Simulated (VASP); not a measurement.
Write the native input for VASP 6.6.1 that does the following.

```
Task                   : single point
Functional             : LDA
Potentials or basis    : VASP PAW LDA potentials, release 64 (Ca_sv)
Cutoff                 : 520 eV
k mesh                 : 9 × 9 × 9
Occupations            : gaussian, width 0.05 eV
Spin                   : no spin polarisation
Dipole correction      : no
Further INCAR settings : ALGO = Fast; EDIFF = 1e-06; NBANDS = 11
```

The structure of Ca lies in POSCAR:

```
Ca
1.0
   -2.1103718875      2.1156509694      2.4615473191
    2.1103718875     -2.1156509694      2.4615473191
    2.1103718875      2.1156509694     -2.4615473191
Ca
1
Direct
    0.5000000000      0.5000000000      0.0000000000
```

This cell differs from its parent crystal: volume scaled by 1.02.

The input as run:

INCAR

```
SYSTEM = Ca
PREC = Accurate ; ENCUT = 520
EDIFF = 1E-6 ; ISMEAR = 0
SIGMA = 0.05 ; LREAL = .FALSE.
LASPH = .TRUE. ; NELM = 80
ALGO = Fast ; ISIF = 2
LWAVE = .FALSE. ; LCHARG = .FALSE.
NBANDS = 11
```

KPOINTS

```
regular mesh
0
G
  9 9 9
  0 0 0
```

Potentials or basis: VASP PAW LDA potentials, release 64 (Ca_sv).

The run is started by

```console
$ cat potpaw_LDA.64/Ca_sv/POTCAR > POTCAR
$ mpirun -np 1 vasp_std > vasp.out
```

Results of the run:

```
Pressure               : -2.3 GPa
Band gap on the k mesh : zero (band 5 reaches 1.79 eV, above the bottom of band 6 at 1.57 eV)
```

Wall time 33 s on 1 thread of Intel(R) Xeon(R) 6975P-C (Granite Rapids), with other jobs on the host, peak memory 0.18 GiB.
